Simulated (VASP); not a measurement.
# Sc (Im-3m) in VASP: notebook, part 2 of 2

VASP 6.6.1. Earlier steps stand in the parts before.

## (3) Single point, LDA (10.21 Å³/atom)

POSCAR reads:

```
Sc
1.0
   -1.3665911155      1.3665911155      1.3665911155
    1.3665911155     -1.3665911155      1.3665911155
    1.3665911155      1.3665911155     -1.3665911155
Sc
1
Direct
    0.0000000000      0.0000000000      0.0000000000
```

INCAR.step1 reads:

```
ALGO = Normal
EDIFF = 1E-6
ENCUT = 520
GGA = CA
ISIF = 2
ISMEAR = -1
LASPH = T
LCHARG = T
LMAXMIX = 4
LREAL = F
LWAVE = F
NBANDS = 12
NELM = 80
PREC = Accurate
SIGMA = 0.05
```

KPOINTS.step1 reads:

```
k-points
0
Gamma
  17 17 17
```

INCAR.step2 reads:

```
ALGO = Normal
EDIFF = 1E-6
ENCUT = 520
GGA = CA
ICHARG = 11
ISIF = 2
ISMEAR = -5
LASPH = T
LCHARG = F
LMAXMIX = 4
LORBIT = 10
LREAL = F
LWAVE = F
NEDOS = 2001
NELM = 80
PREC = Accurate
SIGMA = 0.05
```

KPOINTS.step2 reads:

```
k-points
0
Gamma
  26 26 26
```

Potentials or basis: VASP PAW LDA potentials, release 64 (Sc_sv).

On the command line:

```sh
> cat potpaw_LDA.64/Sc_sv/POTCAR > POTCAR
> cp INCAR.step1 INCAR
> cp KPOINTS.step1 KPOINTS
> mpirun -np 1 vasp_std > vasp.out
> cp INCAR.step2 INCAR
> cp KPOINTS.step2 KPOINTS
> mpirun -np 1 vasp_std > vasp.out
```

OUTCAR:

```text
EDIFF = 1E-6
   ENCUT = 520
   GGA = CA
   ICHARG = 11
   ISIF = 2
   ISMEAR = -5
   LASPH = T
   LORBIT = 10
   LREAL = F
   NELM = 80
   PREC = Accurate

 ion  position               nearest neighbor table
   1  0.000  0.000  0.000-

  LATTYP: Found a body centered cubic cell.
 ALAT       =     2.7331822310

  Lattice vectors:

 A1 = (  -1.3665911155,   1.3665911155,   1.3665911155)
 A2 = (   1.3665911155,  -1.3665911155,   1.3665911155)
 A3 = (   1.3665911155,   1.3665911155,  -1.3665911155)

Analysis of symmetry for initial positions (statically):
=====================================================================
 Subroutine PRICEL returns:
 Original cell was already a primitive cell.

 Routine SETGRP: Setting up the symmetry group for a
 body centered cubic supercell.

 Subroutine GETGRP returns: Found 48 space group operations
 (whereof 48 operations were pure point group operations)
 out of a pool of 48 trial point group operations.

The static configuration has the point symmetry O_h .

Analysis of symmetry for dynamics (positions and initial velocities):
=====================================================================
[... 171 lines left out ...]
      5       6.7171      2.00000
      6      12.7666      0.00000
      7      12.7666      0.00000
      8      12.7666      0.00000
      9      16.4728      0.00000
[... 265 lines left out ...]
 k-point    24 :       0.3846    0.0385    0.0000
  band No.  band energies     occupation
      1     -36.5432      2.00000
      2     -18.2518      2.00000
      3     -15.0519      2.00000
      4     -13.9350      2.00000
      5       7.3317      2.00000
      6       9.7902      2.00000
      7      15.7343      0.00000
      8      17.0230      0.00000
      9      17.6695      0.00000

 [... further k-points ...]

------------------------ aborting loop because EDIFF is reached ----------------------------------------

  FORCE on cell =-STRESS in cart. coord.  units (eV):
  Direction    XX          YY          ZZ          XY          YZ          ZX
  --------------------------------------------------------------------------------------
  -------------------------------------------------------------------------------------
  Total        8.8467197      8.8467197      8.8467197      0.0000000      0.0000000     -0.0000000
  in kB     1388.4079154   1388.4079154   1388.4079154      0.0000000      0.0000000     -0.0000000
  external PRESSURE =    1388.4079154 kB  Pullay stress =       0.0000000 kB

 VOLUME and BASIS-vectors are now :
 -----------------------------------------------------------------------------
  energy-cutoff  :      520.00
  volume of cell :       10.21
      direct lattice vectors                 reciprocal lattice vectors
    -1.366591115  1.366591115  1.366591115     0.000000000  0.365873885  0.365873885
     1.366591115 -1.366591115  1.366591115     0.365873885  0.000000000  0.365873885
     1.366591115  1.366591115 -1.366591115     0.365873885  0.365873885  0.000000000

 POSITION                                       TOTAL-FORCE (eV/Angst)
 -----------------------------------------------------------------------------------
      0.00000      0.00000      0.00000         0.000000     -0.000000      0.000000
 -----------------------------------------------------------------------------------
    total drift:                               -0.000000     -0.000000      0.000000

  FREE ENERGIE OF THE ION-ELECTRON SYSTEM (eV)
  ---------------------------------------------------
  free  energy   TOTEN  =        -3.2924291309 eV

  energy  without entropy=       -3.2924291309  energy(sigma->0) =       -3.29242913

 total charge

# of ion       s       p       d       tot
------------------------------------------
    1        2.456   6.186   2.518  11.161
```

OUTCAR.step1:

```text
EDIFF = 1E-6
   ENCUT = 520
   GGA = CA
   ISIF = 2
   ISMEAR = -1
   LASPH = T
[... 575 lines left out ...]

 POSITION                                       TOTAL-FORCE (eV/Angst)
 -----------------------------------------------------------------------------------
      0.00000      0.00000      0.00000         0.000000     -0.000000      0.000000
 -----------------------------------------------------------------------------------
    total drift:                                0.000000     -0.000000      0.000000

  FREE ENERGIE OF THE ION-ELECTRON SYSTEM (eV)
  ---------------------------------------------------
  free  energy   TOTEN  =        -3.2980464251 eV

  energy  without entropy=       -3.2843586259  energy(sigma->0) =       -3.29120253
```

OSZICAR.step1:

```text
N       E                     dE             d eps       ncg     rms          rms(c)
DAV:   1     0.623125011299E+02    0.62313E+02   -0.51526E+03  4128   0.108E+03
DAV:   2    -0.268057444786E+01   -0.64993E+02   -0.62508E+02  3972   0.284E+02
DAV:   3    -0.345628412380E+01   -0.77571E+00   -0.76648E+00  4820   0.450E+01
DAV:   4    -0.346234110318E+01   -0.60570E-02   -0.60565E-02  5176   0.285E+00
DAV:   5    -0.346239145466E+01   -0.50351E-04   -0.50352E-04  5000   0.222E-01    0.217E+01
DAV:   6    -0.332718760827E+01    0.13520E+00   -0.13089E-01  4656   0.688E+00    0.110E+01
DAV:   7    -0.329873860900E+01    0.28449E-01   -0.54461E-02  5300   0.424E+00    0.131E+00
DAV:   8    -0.329809578651E+01    0.64282E-03   -0.63249E-03  4608   0.124E+00    0.693E-02
DAV:   9    -0.329804668698E+01    0.49100E-04   -0.61968E-05  5200   0.122E-01    0.198E-02
DAV:  10    -0.329804642512E+01    0.26186E-06   -0.16369E-06  4016   0.135E-02
   1 F= -.32980464E+01 E0= -.32912025E+01  d E =-.136878E-01
```

Wall time 67 s (1 thread of AMD EPYC 7R13, shared host); peak memory 0.15 GiB.

## (4) Single point, LDA (20.87 Å³/atom)

This run uses another cell than the first one, of 20.87 Å³/atom.

POSCAR reads:

```
Sc
1.0
   -1.7344576391      1.7344576391      1.7344576391
    1.7344576391     -1.7344576391      1.7344576391
    1.7344576391      1.7344576391     -1.7344576391
Sc
1
Direct
    0.0000000000      0.0000000000      0.0000000000
```

INCAR.step1 reads:

```
SYSTEM = Sc
PREC = Accurate
ENCUT = 520
EDIFF = 1E-6
ISMEAR = -1
SIGMA = 0.05
LREAL = .False.
LASPH = .True.
NELM = 80
ALGO = Normal
ISIF = 2
LWAVE = .False.
LCHARG = .True.
LMAXMIX = 4
NBANDS = 12
```

KPOINTS.step1 reads:

```
Automatic mesh
0
Gamma
  17 17 17
  0 0 0
```

INCAR.step2 reads:

```
SYSTEM = Sc
PREC = Accurate
ENCUT = 520
EDIFF = 1E-6
ISMEAR = -5
SIGMA = 0.05
LREAL = .False.
LASPH = .True.
NELM = 80
ALGO = Normal
ISIF = 2
LWAVE = .False.
LCHARG = .False.
LMAXMIX = 4
LORBIT = 10
NEDOS = 1001
ICHARG = 11
```

KPOINTS.step2 reads:

```
Automatic mesh
0
Gamma
  26 26 26
  0 0 0
```

On the command line:

```sh
> cat potpaw_LDA.64/Sc_sv/POTCAR > POTCAR
> cp INCAR.step1 INCAR
> cp KPOINTS.step1 KPOINTS
> mpirun -np 1 vasp_std > vasp.out
> cp INCAR.step2 INCAR
> cp KPOINTS.step2 KPOINTS
> mpirun -np 1 vasp_std > vasp.out
```

Wall time 2.2 min (1 thread of AMD EPYC 7R13, shared host); peak memory 0.22 GiB.

It converged, with:

```yaml
Valence_electrons_inside_the_program's_atomic_spheres: Sc 9.59
```

Levels at points of the mesh, in eV from the Fermi level:
```csv
k point,band 1,band 2,band 3,band 4,band 5,band 6,band 7,band 8,band 9
"(0.00, 0.00, 0.00)",-48.58,-27.18,-27.18,-27.18,-5.48,1.59,1.59,1.59,3.36
"(0.50, 0.00, 0.00)",-48.44,-27.89,-27.40,-27.19,-2.07,0.14,0.97,3.35,3.76
"(0.50, 0.50, 0.50)",-48.35,-27.66,-27.66,-27.66,-1.64,-1.64,4.62,4.62,4.62
```

## (5) Single point, LDA (20.87 Å³/atom)

This run uses another cell than the first one, of 20.87 Å³/atom.

POSCAR is that of step 4.

INCAR.step1 reads:

```
PREC     = Accurate       # precision mode
ENCUT    = 520            # plane-wave cutoff, eV
EDIFF    = 1E-6           # SCF threshold, eV
ISMEAR   = -1             # smearing method
SIGMA    = 0.05           # smearing width, eV
LREAL    = False          # projectors in reciprocal space
LASPH    = True           # aspherical terms in the spheres
NELM     = 60             # most SCF steps
ALGO     = Normal         # electronic algorithm
ISIF     = 2              # what is computed and relaxed
LWAVE    = False          # write WAVECAR
LCHARG   = True           # write CHGCAR
LMAXMIX  = 4              # l up to which the mixer works
NBANDS   = 12             # bands
```

KPOINTS.step1 reads:

```
regular mesh
0
Gamma
  17 17 17
```

INCAR.step2 reads:

```
PREC     = Accurate       # precision mode
ENCUT    = 520            # plane-wave cutoff, eV
EDIFF    = 1E-6           # SCF threshold, eV
ISMEAR   = -5             # smearing method
SIGMA    = 0.05           # smearing width, eV
LREAL    = False          # projectors in reciprocal space
LASPH    = True           # aspherical terms in the spheres
NELM     = 60             # most SCF steps
ALGO     = Normal         # electronic algorithm
ISIF     = 2              # what is computed and relaxed
LWAVE    = False          # write WAVECAR
LCHARG   = False          # write CHGCAR
LMAXMIX  = 4              # l up to which the mixer works
LORBIT   = 11             # projections on sites
NBANDS   = 12             # bands
NEDOS    = 1001           # points of the DOS
ICHARG   = 11             # starting density
```

KPOINTS.step2 reads:

```
regular mesh
0
Gamma
  26 26 26
```

On the command line:

```sh
> cat potpaw_LDA.64/Sc_sv/POTCAR > POTCAR
> cp INCAR.step1 INCAR
> cp KPOINTS.step1 KPOINTS
> mpirun -np 1 vasp_std > vasp.out
> cp INCAR.step2 INCAR
> cp KPOINTS.step2 KPOINTS
> mpirun -np 1 vasp_std > vasp.out
```

Wall time 82 s (1 thread of AMD EPYC 7R13, shared host); peak memory 0.24 GiB.

Results (log left out):

```
Valence electrons inside the program's atomic spheres : Sc 9.59
```

Levels at points of the mesh, in eV from the Fermi level:
```
           k point  band 1  band 2  band 3  band 4  band 5  band 6  band 7  band 8  band 9  band 10
(0.00, 0.00, 0.00)  -48.58  -27.18  -27.18  -27.18   -5.48    1.59    1.59    1.59    3.36     3.36
(0.50, 0.00, 0.00)  -48.44  -27.89  -27.40  -27.19   -2.07    0.14    0.97    3.35    3.76     5.00
(0.50, 0.50, 0.50)  -48.35  -27.66  -27.66  -27.66   -1.64   -1.64    4.62    4.62    4.62     7.34
```

## (6) Single point, LDA

This run uses another cell than the first one, of 22.69 Å³/atom.

POSCAR reads:

```
Sc
1.0
   -1.7833411122      1.7833411122      1.7833411122
    1.7833411122     -1.7833411122      1.7833411122
    1.7833411122      1.7833411122     -1.7833411122
Sc
1
Direct
    0.0000000000      0.0000000000      0.0000000000
```

INCAR.step1 reads:

```
  PREC = Accurate
  ENCUT = 520
  EDIFF = 1E-7
  ISMEAR = -1
  SIGMA = 0.05
  LREAL = False
  LASPH = True
  NELM = 80
  ALGO = Normal
  ISIF = 2
  LWAVE = False
  LCHARG = True
  LMAXMIX = 4
  NBANDS = 12
```

KPOINTS.step1 reads:

```
Automatic mesh
0
Gamma
  17 17 17
```

INCAR.step2 reads:

```
  PREC = Accurate
  ENCUT = 520
  EDIFF = 1E-7
  ISMEAR = -5
  SIGMA = 0.05
  LREAL = False
  LASPH = True
  NELM = 80
  ALGO = Normal
  ISIF = 2
  LWAVE = False
  LCHARG = False
  LMAXMIX = 4
  LORBIT = 11
  NBANDS = 12
  NEDOS = 2001
  ICHARG = 11
```

KPOINTS.step2 reads:

```
Automatic mesh
0
Gamma
  26 26 26
```

Potentials or basis: VASP PAW LDA potentials, release 64 (Sc_sv).

On the command line:

```sh
> cat potpaw_LDA.64/Sc_sv/POTCAR > POTCAR
> cp INCAR.step1 INCAR
> cp KPOINTS.step1 KPOINTS
> mpirun -np 1 vasp_std > vasp.out
> cp INCAR.step2 INCAR
> cp KPOINTS.step2 KPOINTS
> mpirun -np 1 vasp_std > vasp.out
```

It took 91 s on 1 thread of AMD EPYC 7R13, shared host; peak memory 0.25 GiB.

Results (log left out):

```yaml
Valence_electrons_inside_the_program's_atomic_spheres: Sc 9.48
```

Levels at points of the mesh, in eV from the Fermi level:
```csv
k point,band 1,band 2,band 3,band 4,band 5,band 6,band 7,band 8,band 9,band 10
"(0.00, 0.00, 0.00)",-48.77,-27.46,-27.46,-27.46,-5.35,1.48,1.48,1.48,3.09,3.09
"(0.50, 0.00, 0.00)",-48.68,-28.00,-27.63,-27.46,-1.93,0.19,0.72,3.06,3.43,4.54
"(0.50, 0.50, 0.50)",-48.61,-27.83,-27.83,-27.83,-1.42,-1.42,4.21,4.21,4.21,6.73
```
